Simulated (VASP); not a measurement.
# Hg (Fm-3m) in VASP: a series of runs

Aim: see how the results for Hg move with the level of theory and the settings. Levels: PBE+D3(BJ), PBEsol, revPBE, RPBE, PBE. Tasks: single point, relaxation of cell and atoms.

Program: VASP 6.6.1. These are calculated values, not measurements. Logs are shortened: lines on timing, memory, paths and dates and some standing lists are left out, and cuts for length are marked.

## 1. The cell of the first run

Symmetry: Fm-3m, No. 225, cubic system. The conventional cell has a = 4.784 Å, b = 4.784 Å, c = 4.784 Å, α = 90.00°, β = 90.00°, γ = 90.00°. Hg (site symmetry m-3m) has 12 Hg at 3.38 Å within 4.4 Å.

## 2. Single point, PBE+D3(BJ)

INCAR reads:

```
SYSTEM = Hg
PREC = Accurate
ENCUT = 520
EDIFF = 1E-6
ISMEAR = 0
SIGMA = 0.1
LREAL = .FALSE.
LASPH = .TRUE.
NELM = 100
ALGO = Fast
ISIF = 2
LWAVE = .FALSE.
LCHARG = .FALSE.
GGA = PE
IVDW = 12
NBANDS = 12
```

KPOINTS reads:

```
Automatic mesh
0
G
  6 6 6
  0 0 0
```

POSCAR reads:

```
Hg
1.0
    0.0000000000      2.3919113801      2.3919113801
    2.3919113801      0.0000000000      2.3919113801
    2.3919113801      2.3919113801      0.0000000000
Hg
1
Direct
    0.0000000000      0.0000000000      0.0000000000
```

Potentials or basis: VASP PAW PBE potentials, release 64 (Hg).

Started as:

```sh
cat potpaw_PBE.64/Hg/POTCAR > POTCAR
mpirun -np 1 vasp_std > vasp.out
```

OUTCAR:

```text
SYSTEM = Hg
   PREC = Accurate
   ENCUT = 520
   EDIFF = 1E-6
   ISMEAR = 0
   LREAL = .FALSE.
   LASPH = .TRUE.
   NELM = 100
   ISIF = 2
   GGA = PE
   IVDW = 12
 IVDW          = 12

 ion  position               nearest neighbor table
   1  0.000  0.000  0.000-

  LATTYP: Found a face centered cubic cell.
 ALAT       =     4.7838227602

  Lattice vectors:

 A1 = (   0.0000000000,   2.3919113801,   2.3919113801)
 A2 = (   2.3919113801,   0.0000000000,   2.3919113801)
 A3 = (   2.3919113801,   2.3919113801,   0.0000000000)

Analysis of symmetry for initial positions (statically):
=====================================================================
 Subroutine PRICEL returns:
 Original cell was already a primitive cell.

 Routine SETGRP: Setting up the symmetry group for a
 face centered cubic supercell.

 Subroutine GETGRP returns: Found 48 space group operations
 (whereof 48 operations were pure point group operations)
 out of a pool of 48 trial point group operations.

The static configuration has the point symmetry O_h .

Analysis of symmetry for dynamics (positions and initial velocities):
=====================================================================
 Subroutine PRICEL returns:
 Original cell was already a primitive cell.

 Routine SETGRP: Setting up the symmetry group for a
 face centered cubic supercell.

 Subroutine GETGRP returns: Found 48 space group operations
 (whereof 48 operations were pure point group operations)
 out of a pool of 48 trial point group operations.

The dynamic configuration has the point symmetry O_h .

 Subroutine INISYM returns: Found 48 space group operations
 (whereof 48 operations are pure point group operations),
 and found     1 'primitive' translations

----------------------------------------------------------------------------------------

                                     Primitive cell

  volume of cell :      27.3694

  direct lattice vectors                    reciprocal lattice vectors
     0.000000000  2.391911380  2.391911380    -0.209037845  0.209037845  0.209037845
     2.391911380  0.000000000  2.391911380     0.209037845 -0.209037845  0.209037845
     2.391911380  2.391911380  0.000000000     0.209037845  0.209037845 -0.209037845

  length of vectors
     3.382673514  3.382673514  3.382673514     0.362064168  0.362064168  0.362064168

  position of ions in fractional coordinates (direct lattice)
     0.000000000  0.000000000  0.000000000

  ion indices of the primitive-cell ions
   primitive index   ion index
                 1           1
[... 72 lines left out ...]
   TEBEG  =    0.0;   TEEND  =   0.0 temperature during run
   PSTRESS=    0.0 pullay stress
   NELECT =      12.0000    total number of electrons
   NUPDOWN=      -1.0000    fix difference up-down
   EMIN   =  10.00;   EMAX   =-10.00  energy-range for DOS
   EFERMI =   0.00;   METHOD = LEGACY
   ISMEAR =     0;   SIGMA  =   0.10  broadening in eV -4-tet -1-fermi 0-gaus
   EFERMI_NEDOS =   21; number of points for ismear=-14 and -15
   IALGO  =     68    algorithm
   IMIX   =      4    mixing-type and parameters
     AMIX     =   0.40;   BMIX     =  1.00
     AMIX_MAG =   1.60;   BMIX_MAG =  1.00
  volume/ion in A,a.u.               =      27.37       184.70
  Fermi-wavevector in a.u.,A,eV,Ry     =   1.243694  2.350241 21.045144  1.546774
  Thomas-Fermi vector in A             =   2.377993
   LORBIT       =      0    0 simple, 1 ext, 2 COOP (PROOUT), +10 PAW based schemes
   GGA     = PE    functional components
   LHFCALC =     F    Hartree Fock is set to
   AEXX    =    0.0000 exact exchange contribution
   IVDW    =    12    specifies the selected vdW correction
   LEPSILON=     F    determine dielectric tensor
   LRPA    =     F    only Hartree local field effects (RPA)
 non-spin polarized calculation
 RMM-DIIS sequential band-by-band and
 Gauss-broadening in eV      SIGMA  =   0.10
  energy-cutoff  :      520.00
  volume of cell :       27.37
 maximum number of plane-waves:       754
 NGX is ok and might be reduce to    28
   NGX = 13   NGY = 13   NGZ = 13

 number of electron      11.9999999 magnetization

 Free energy of the ion-electron system (eV)
  ---------------------------------------------------
  ext. energy  EPLUGINS =         0.00000000
  ---------------------------------------------------
  free energy    TOTEN  =        -0.16290084 eV

  energy without entropy =       -0.15980932  energy(sigma->0) =       -0.16135508

 E-fermi :   1.5729     XC(G=0): -10.0470

 val. band max:        1.5663853896   @ k =   0.5000   0.5000   0.0000
 cond. band min:       1.8986618112   @ k =   0.5000   0.5000   0.0000
 fundamental gap:      0.3322764216
 Fermi energy:         1.5729112213

 k-point     1 :       0.0000    0.0000    0.0000
  band No.  band energies     occupation
      1      -6.2453      2.00000
      2      -4.9093      2.00000
      3      -4.9093      2.00000
      4      -4.9093      2.00000
      5      -4.4426      2.00000
      6      -4.4426      2.00000
      7      14.9193      0.00000
      8      15.0908      0.00000
      9      15.0908      0.00000
     10      15.0908      0.00000
     11      19.0029      0.00000
     12      19.9293      0.00000
[... 211 lines left out ...]
 k-point    16 :      -0.3333    0.5000    0.1667
  band No.  band energies     occupation
      1      -5.2694      2.00000
      2      -5.2540      2.00000
      3      -4.4860      2.00000
      4      -4.2863      2.00000
      5      -3.9387      2.00000
      6       1.5177      1.56495
      7       3.2149      0.00000
      8       6.0776      0.00000
      9       6.7538      0.00000
     10      15.8279      0.00000
     11      16.4483      0.00000
     12      21.5290      0.00000

------------------------ aborting loop because EDIFF is reached ----------------------------------------

 Edisp (eV)   -0.38278

 E8    (eV) :    -0.1739

  FORCE on cell =-STRESS in cart. coord.  units (eV):
  Direction    XX          YY          ZZ          XY          YZ          ZX
  --------------------------------------------------------------------------------------
  -------------------------------------------------------------------------------------
  Total      -0.12415    -0.12415    -0.12415    -0.00000    -0.00000    -0.00000
  in kB      -7.26769    -7.26769    -7.26769    -0.00000    -0.00000    -0.00000
  external pressure =       -7.27 kB  Pullay stress =        0.00 kB

 VOLUME and BASIS-vectors are now :
 -----------------------------------------------------------------------------
  energy-cutoff  :      520.00
  volume of cell :       27.37
      direct lattice vectors                 reciprocal lattice vectors
     0.000000000  2.391911380  2.391911380    -0.209037845  0.209037845  0.209037845
     2.391911380  0.000000000  2.391911380     0.209037845 -0.209037845  0.209037845
     2.391911380  2.391911380  0.000000000     0.209037845  0.209037845 -0.209037845

 POSITION                                       TOTAL-FORCE (eV/Angst)
 -----------------------------------------------------------------------------------
      0.00000      0.00000      0.00000        -0.000000      0.000000     -0.000000
 -----------------------------------------------------------------------------------
    total drift:                               -0.000000     -0.000000     -0.000000

  FREE ENERGIE OF THE ION-ELECTRON SYSTEM (eV)
  ---------------------------------------------------
  free  energy   TOTEN  =        -0.5456852149 eV

  energy  without entropy=       -0.5425936932  energy(sigma->0) =       -0.54413945
```

OSZICAR:

```text
N       E                     dE             d eps       ncg     rms          rms(c)
DAV:   1     0.731922804685E+02    0.73192E+02   -0.61916E+03   400   0.923E+02
DAV:   2     0.121803399427E+01   -0.71974E+02   -0.68337E+02   424   0.223E+02
DAV:   3    -0.178543217132E+00   -0.13966E+01   -0.13957E+01   460   0.340E+01
DAV:   4    -0.179888783802E+00   -0.13456E-02   -0.13455E-02   448   0.115E+00
DAV:   5    -0.179890709848E+00   -0.19260E-05   -0.19261E-05   448   0.414E-02    0.218E+00
RMM:   6    -0.163628723964E+00    0.16262E-01   -0.29059E-02   392   0.162E+00    0.171E+00
RMM:   7    -0.162765402558E+00    0.86332E-03   -0.42602E-03   414   0.531E-01    0.805E-01
RMM:   8    -0.162877448651E+00   -0.11205E-03   -0.61778E-04   402   0.338E-01    0.407E-02
RMM:   9    -0.162896089629E+00   -0.18641E-04   -0.55496E-05   432   0.713E-02    0.247E-02
RMM:  10    -0.162901086395E+00   -0.49968E-05   -0.16341E-05   426   0.521E-02    0.605E-03
RMM:  11    -0.162900844783E+00    0.24161E-06   -0.13505E-06   293   0.112E-02
   1 F= -.54568521E+00 E0= -.54413945E+00  d E =-.309152E-02
```

Run time: 5.5 s. Hardware: 1 thread of Intel Xeon Platinum 8375C at 2.90GHz (Ice Lake), shared host; peak memory 0.16 GiB.

Results:

- Free energy: -0.5457 eV
- Pressure: -0.7 GPa
- Band gap on the k mesh: zero (band 6 reaches 1.57 eV, above the bottom of band 7 at 0.68 eV)
- Dispersion energy per atom: -0.383 eV

Levels at points of the mesh, in eV from the Fermi level:
| k point | band 2 | band 3 | band 4 | band 5 | band 6 | band 7 | band 8 | band 9 | band 10 | band 11 |
| --- | --- | --- | --- | --- | --- | --- | --- | --- | --- | --- |
| (0.00, 0.00, 0.00) | -6.48 | -6.48 | -6.48 | -6.02 | -6.02 | 13.35 | 13.52 | 13.52 | 13.52 | 17.43 |
| (0.50, 0.00, 0.00) | -6.48 | -6.48 | -5.62 | -5.62 | -1.79 | -0.89 | 11.36 | 11.36 | 12.63 | 16.21 |
| (0.50, 0.50, 0.00) | -7.11 | -5.64 | -5.51 | -5.51 | -0.01 | 0.33 | 6.67 | 6.67 | 10.51 | 12.09 |

Caveat: the k points lie up to 0.38 Å⁻¹ apart; spin-orbit coupling is left out, which moves the levels of the heavy elements; pairwise dispersion overbinds metals, which lowers pressure and volume.

(Part 1 of 3 ends here.)
